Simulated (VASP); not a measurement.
CoO:

```
Co O
1.0
    -1.50800    1.50800    2.10725
     1.50800   -1.50800    2.10725
     1.50800    1.50800   -2.10725
Co O
1 1
Direct
  0.00000 0.00000 0.00000
  0.50000 0.50000 0.00000
```

Base run:

| Item | Value |
| --- | --- |
| Program | VASP 6.6.1 |
| Functional | PBE |
| Potentials or basis | VASP PAW PBE potentials, release 64 (Co, O) |
| Cutoff | 520 eV |
| k mesh | 10 × 10 × 10 |
| Occupations | fermi-dirac, width 0.05 eV |
| Spin | collinear spin, ferromagnetic start |
| Starting moments | [2.0, 0.0] μB |
| Fixed moment | 2 μB |

Its results: pressure -7.9 GPa; net moment 2.00 μB per cell; site moments Co +1.89; O +0.08 μB.

**Question.** After a change of settings the same cell gave: pressure -0.5 GPa; net moment 2.89 μB per cell; site moments Co +2.55; O +0.29 μB. Which change was it?
A. fixed moment from 2 μB to 1.5 μB; moments at the start from [2.0, 0.0] to [1.5, 0.0]
B. fixed moment from 2 μB to 0.5 μB; moments at the start from [2.0, 0.0] to [0.5, 0.0]
C. occupations from fermi-dirac, width 0.05 eV to gaussian, width 0.1 eV; fixed moment from 2 μB to none
D. fixed moment from 2 μB to 4 μB; moments at the start from [2.0, 0.0] to [4.0, 0.0]

**Answer.** C.

Caveats: a cell with one magnetic atom can't hold antiferromagnetic order, which such compounds often take; the total moment is fixed, so each spin has its own Fermi level (some runs).
